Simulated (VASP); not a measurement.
# AlNi (AlNi (110), 4 layers) in VASP: single point with PBE

Aim: the single point of AlNi (AlNi (110), 4 layers) with PBE.

Everything below comes from runs of VASP 6.6.1. Logs are shortened: lines on timing, memory, paths and dates and some standing lists are left out, and cuts for length are marked.

**1. The cell of the first run**

The cell holds a slab with vacuum, 8 atoms: a = 2.894 Å, b = 4.092 Å, c = 22.138 Å, α = 90.00°, β = 90.00°, γ = 90.00°.

**2. Single point, PBE**

INCAR

```
SYSTEM = AlNi
  PREC = Accurate
  ENCUT = 520
  EDIFF = 1E-6
  ISMEAR = -1
  SIGMA = 0.1
  LREAL = .False.
  LASPH = .True.
  NELM = 80
  ALGO = Normal
  ISIF = 2
  LWAVE = .False.
  LCHARG = .False.
  LDIPOL = .True.
  IDIPOL = 3
  DIPOL = 0.5 0.5 0.500
  GGA = PE
  NBANDS = 36
```

KPOINTS

```
regular mesh
0
Gamma
  13 9 1
  0 0 0
```

POSCAR

```
AlNi
1.0
    2.8935740661      0.0000000000      0.0000000000
    0.0000000000      4.0921316880      0.0000000000
    0.0000000000      0.0000000000     22.1382000000
Ni Al
4 4
Direct
    0.7500000000      0.0000000000      0.3655918259
    0.7500000000      0.5000000000      0.4553468940
    0.7500000000      0.0000000000      0.5446523821
    0.7500000000      0.5000000000      0.6344089714
    0.2500000000      0.5000000000      0.3579564200
    0.2500000000      0.0000000000      0.4530293088
    0.2500000000      0.5000000000      0.5469703272
    0.2500000000      0.0000000000      0.6420438696
```

Potentials or basis: VASP PAW PBE potentials, release 64 (Ni, Al).

Launch:

```
$ cat potpaw_PBE.64/Ni/POTCAR potpaw_PBE.64/Al/POTCAR > POTCAR
$ mpirun -np 1 vasp_std > vasp.out
```

OUTCAR:

```text
SYSTEM = AlNi
   PREC = Accurate
   ENCUT = 520
   EDIFF = 1E-6
   ISMEAR = -1
   LREAL = .False.
   LASPH = .True.
   NELM = 80
   ISIF = 2
   GGA = PE

 ion  position               nearest neighbor table
   1  0.750  0.000  0.366-   6 2.42   6 2.42   5 2.51   5 2.51   5 2.51   5 2.51   2 2.85   2 2.85

   2  0.750  0.500  0.455-   7 2.49   7 2.49   6 2.51   6 2.51   6 2.51   6 2.51   5 2.60   5 2.60
                             3 2.85   3 2.85   1 2.85   1 2.85
   3  0.750  0.000  0.545-   6 2.49   6 2.49   7 2.51   7 2.51   7 2.51   7 2.51   8 2.60   8 2.60
                             2 2.85   2 2.85   4 2.85   4 2.85
   4  0.750  0.500  0.634-   7 2.42   7 2.42   8 2.51   8 2.51   8 2.51   8 2.51   3 2.85   3 2.85

   5  0.250  0.500  0.358-   1 2.51   1 2.51   1 2.51   1 2.51   2 2.60   2 2.60   6 2.94   6 2.94

   6  0.250  0.000  0.453-   1 2.42   1 2.42   3 2.49   3 2.49   2 2.51   2 2.51   2 2.51   2 2.51
                             7 2.92   7 2.92   5 2.94   5 2.94
   7  0.250  0.500  0.547-   4 2.42   4 2.42   2 2.49   2 2.49   3 2.51   3 2.51   3 2.51   3 2.51
                             6 2.92   6 2.92   8 2.94   8 2.94
   8  0.250  0.000  0.642-   4 2.51   4 2.51   4 2.51   4 2.51   3 2.60   3 2.60   7 2.94   7 2.94

  LATTYP: Found a simple orthorhombic cell.
 ALAT       =     2.8935740661
 B/A-ratio  =     1.4142135624
 C/A-ratio  =     7.6508150454

  Lattice vectors:

 A1 = (   2.8935740661,   0.0000000000,   0.0000000000)
 A2 = (   0.0000000000,   4.0921316880,   0.0000000000)
 A3 = (   0.0000000000,   0.0000000000,  22.1382000000)

Analysis of symmetry for initial positions (statically):
=====================================================================
 Subroutine PRICEL returns:
 Original cell was already a primitive cell.

 Routine SETGRP: Setting up the symmetry group for a
 simple orthorhombic supercell.

 Subroutine GETGRP returns: Found  8 space group operations
 (whereof  2 operations were pure point group operations)
 out of a pool of  8 trial point group operations.

The static configuration has the point symmetry C_1h.
 The point group associated with its full space group is D_2h.

Analysis of symmetry for dynamics (positions and initial velocities):
=====================================================================
 Subroutine PRICEL returns:
 Original cell was already a primitive cell.

 Routine SETGRP: Setting up the symmetry group for a
 simple orthorhombic supercell.

 Subroutine GETGRP returns: Found  8 space group operations
 (whereof  2 operations were pure point group operations)
 out of a pool of  8 trial point group operations.

The dynamic configuration has the point symmetry C_1h.
 The point group associated with its full space group is D_2h.

 Subroutine INISYM returns: Found  8 space group operations
 (whereof  2 operations are pure point group operations),
 and found     1 'primitive' translations

----------------------------------------------------------------------------------------

                                     Primitive cell

  volume of cell :     262.1359

  direct lattice vectors                    reciprocal lattice vectors
     2.893574066  0.000000000  0.000000000     0.345593366  0.000000000  0.000000000
     0.000000000  4.092131688  0.000000000     0.000000000  0.244371412  0.000000000
     0.000000000  0.000000000 22.138200000     0.000000000  0.000000000  0.045170791

  length of vectors
     2.893574066  4.092131688 22.138200000     0.345593366  0.244371412  0.045170791

  position of ions in fractional coordinates (direct lattice)
     0.750000000  0.000000000  0.365591826
     0.750000000  0.500000000  0.455346894
     0.750000000  0.000000000  0.544652382
     0.750000000  0.500000000  0.634408971
     0.250000000  0.500000000  0.357956420
     0.250000000  0.000000000  0.453029309
     0.250000000  0.500000000  0.546970327
     0.250000000  0.000000000  0.642043870

  ion indices of the primitive-cell ions
   primitive index   ion index
                 1           1
                 2           2
                 3           3
                 4           4
                 5           5
                 6           6
                 7           7
                 8           8

----------------------------------------------------------------------------------------

 KPOINTS: regular mesh

Automatic generation of k-mesh.
 Grid dimensions read from file:
 generate k-points for:   13    9    1

 Generating k-lattice:

  Cartesian coordinates                     Fractional coordinates (reciprocal lattice)
     0.026584105  0.000000000  0.000000000     0.076923077  0.000000000  0.000000000
     0.000000000  0.027152379  0.000000000     0.000000000  0.111111111  0.000000000
     0.000000000  0.000000000  0.045170791     0.000000000  0.000000000  1.000000000

  Length of vectors
     0.026584105  0.027152379  0.045170791

  Shift w.r.t. Gamma in fractional coordinates (k-lattice)
     0.000000000  0.000000000  0.000000000

 Subroutine IBZKPT returns following result:
 ===========================================

 Found     35 irreducible k-points:

 Following reciprocal coordinates:
            Coordinates               Weight
  0.000000  0.000000  0.000000      1.000000
  0.076923  0.000000  0.000000      2.000000
  0.153846  0.000000  0.000000      2.000000
  0.230769  0.000000  0.000000      2.000000
  0.307692  0.000000  0.000000      2.000000
  0.384615  0.000000  0.000000      2.000000
[... 16 lines left out ...]
  0.076923  0.333333  0.000000      4.000000
  0.153846  0.333333  0.000000      4.000000
 [... further k-points ...]
   k-points           NKPTS =     35   k-points in BZ     NKDIM =     35   number of bands    NBANDS=     36
   number of dos      NEDOS =    301   number of ions     NIONS =      8
   total plane-waves  NPLWV = 120960
   dimension x,y,z NGX =    24 NGY =   30 NGZ =  168
   dimension x,y,z NGXF=    48 NGYF=   60 NGZF=  336
   ions per type =               4   4
   NGX,Y,Z   is equivalent  to a cutoff of  13.79, 12.19, 12.62 a.u.
   NGXF,Y,Z  is equivalent  to a cutoff of  27.58, 24.38, 25.23 a.u.
 SYSTEM =  AlNi
   PREC   = accura    normal or accurate (medium, high low for compatibility)
   ISTART =      0    job   : 0-new  1-cont  2-samecut
   ICHARG =      2    charge: 1-file 2-atom 10-const
   ISPIN  =      1    spin polarized calculation?
   LNONCOLLINEAR =      F non collinear calculations
   LSORBIT =      F    spin-orbit coupling
   LASPH  =      T    aspherical Exc in radial PAW
   ENCUT  =  520.0 eV  38.22 Ry    6.18 a.u.   5.38  7.61 41.16*2*pi/ulx,y,z
   NELM   =     80;   NELMIN=  2; NELMDL= -5     # of ELM steps
   EDIFF  = 0.1E-05   stopping-criterion for ELM
   LREAL  =      F    real-space projection
   EDIFFG = 0.1E-04   stopping-criterion for IOM
   NSW    =      0    number of steps for IOM
   IBRION =     -1    ionic relax: 0-MD 1-quasi-New 2-CG
   NFREE  =      0    steps in history (QN), initial steepest desc. (CG)
   ISIF   =      2    stress and relaxation
   ISYM   =      2    0-nonsym 1-usesym 2-fastsym
   POTIM  = 0.5000    time-step for ionic-motion
   TEBEG  =    0.0;   TEEND  =   0.0 temperature during run
   PSTRESS=    0.0 pullay stress
   NELECT =      52.0000    total number of electrons
   NUPDOWN=      -1.0000    fix difference up-down
   EMIN   =  10.00;   EMAX   =-10.00  energy-range for DOS
   EFERMI =   0.00;   METHOD = LEGACY
   ISMEAR =    -1;   SIGMA  =   0.10  broadening in eV -4-tet -1-fermi 0-gaus
   EFERMI_NEDOS =   21; number of points for ismear=-14 and -15
   IALGO  =     38    algorithm
   IMIX   =      4    mixing-type and parameters
     AMIX     =   0.40;   BMIX     =  1.00
     AMIX_MAG =   1.60;   BMIX_MAG =  1.00
  volume/ion in A,a.u.               =      32.77       221.12
  Fermi-wavevector in a.u.,A,eV,Ry     =   0.954774  1.804261 12.402973  0.911593
  Thomas-Fermi vector in A             =   2.083551
   LORBIT       =      0    0 simple, 1 ext, 2 COOP (PROOUT), +10 PAW based schemes
   GGA     = PE    functional components
   LHFCALC =     F    Hartree Fock is set to
   AEXX    =    0.0000 exact exchange contribution
   IVDW    =     0    specifies the selected vdW correction
   LEPSILON=     F    determine dielectric tensor
   LRPA    =     F    only Hartree local field effects (RPA)
 non-spin polarized calculation
  energy-cutoff  :      520.00
  volume of cell :      262.14
 maximum number of plane-waves:      7131
 NGX is ok and might be reduce to    24
   NGX = 11   NGY = 15   NGZ = 83

 dipolmoment           0.000000      0.000000     -0.000000 electrons x Angstroem

 number of electron      52.0000018 magnetization

 dipolmoment           0.000000      0.000000      0.000240 electrons x Angstroem

 Free energy of the ion-electron system (eV)
  ---------------------------------------------------
  ext. energy  EPLUGINS =         0.00000000
  ---------------------------------------------------
  free energy    TOTEN  =       -39.89970607 eV

  energy without entropy =      -39.76242647  energy(sigma->0) =      -39.83106627

 E-fermi :   0.7059     XC(G=0):  -5.3473

 val. band max:        0.6938187975   @ k =   0.0000   0.4444   0.0000
 cond. band min:       0.7243576740   @ k =   0.3846   0.2222   0.0000
 fundamental gap:      0.0305388766
 Fermi energy:         0.7059005494

 k-point     1 :       0.0000    0.0000    0.0000
  band No.  band energies     occupation
      1      -9.7936      2.00000
      2      -8.3873      2.00000
      3      -6.4765      2.00000
      4      -4.7655      2.00000
      5      -2.7828      2.00000
      6      -2.5863      2.00000
[... 28 lines left out ...]
     35       5.7391      0.00000
     36       5.8793      0.00000
[... 866 lines left out ...]
      6      -3.3876      2.00000
[... 28 lines left out ...]
     35       6.9223      0.00000
     36       7.0143      0.00000

 [... further k-points ...]

------------------------ aborting loop because EDIFF is reached ----------------------------------------

 vacuum level on the upper side and lower side of the slab       (xc-potential included)        -0.132        -0.136

  FORCE on cell =-STRESS in cart. coord.  units (eV):
  Direction    XX          YY          ZZ          XY          YZ          ZX
  --------------------------------------------------------------------------------------
  -------------------------------------------------------------------------------------
  Total       -4.5168688     -4.3390415     -0.0428660     -0.0000000      0.0000000     -0.0000000
  in kB      -27.6071481    -26.5202661     -0.2619974     -0.0000000      0.0000000     -0.0000000
  external PRESSURE =     -18.1298039 kB  Pullay stress =       0.0000000 kB

 VOLUME and BASIS-vectors are now :
 -----------------------------------------------------------------------------
  energy-cutoff  :      520.00
  volume of cell :      262.14
      direct lattice vectors                 reciprocal lattice vectors
     2.893574066  0.000000000  0.000000000     0.345593366  0.000000000  0.000000000
     0.000000000  4.092131688  0.000000000     0.000000000  0.244371412  0.000000000
     0.000000000  0.000000000 22.138200000     0.000000000  0.000000000  0.045170791

 POSITION                                       TOTAL-FORCE (eV/Angst)
 -----------------------------------------------------------------------------------
      2.17018      0.00000      8.09354         0.000000      0.000000     -0.013799
      2.17018      2.04607     10.08056         0.000000      0.000000      0.000639
      2.17018      0.00000     12.05762         0.000000      0.000000     -0.000639
      2.17018      2.04607     14.04467         0.000000     -0.000000      0.013799
      0.72339      2.04607      7.92451         0.000000     -0.000000      0.014677
      0.72339      0.00000     10.02925         0.000000     -0.000000      0.008695
      0.72339      2.04607     12.10894         0.000000     -0.000000     -0.008695
      0.72339      0.00000     14.21370         0.000000     -0.000000     -0.014677
 -----------------------------------------------------------------------------------
    total drift:                                0.000000     -0.000000      0.022902

  FREE ENERGIE OF THE ION-ELECTRON SYSTEM (eV)
  ---------------------------------------------------
  free  energy   TOTEN  =       -39.8997060652 eV

  energy  without entropy=      -39.7624264668  energy(sigma->0) =      -39.83106627

 vacuum level on the upper side and lower side of the slab         5.345         5.342
```

Wall time 12 min (1 thread of Intel Xeon Platinum 8259CL at 2.50GHz (Skylake/Cascade Lake), shared host); peak memory 0.49 GiB.

What came out:

| Property | Result |
| --- | --- |
| Free energy | -39.8997 eV |
| Largest force | 0.015 eV/Å |
| Band gap on the k mesh | zero (band 26 reaches 1.47 eV, above the bottom of band 27 at 0.25 eV) |

Forces on the atoms (eV/Å):
```
Ni   0.000  0.000 -0.014
Ni   0.000  0.000  0.001
Ni   0.000  0.000 -0.001
Ni   0.000  0.000  0.014
Al   0.000  0.000  0.015
Al   0.000  0.000  0.009
Al   0.000  0.000 -0.009
Al   0.000  0.000 -0.015
```

Levels at points of the mesh, in eV from the Fermi level:
```tsv
k point	band 22	band 23	band 24	band 25	band 26	band 27	band 28	band 29	band 30	band 31
(0.00, 0.00, 0.00)	-1.35	-1.31	-1.29	-1.25	-1.10	0.24	2.00	2.12	2.72	3.26
```
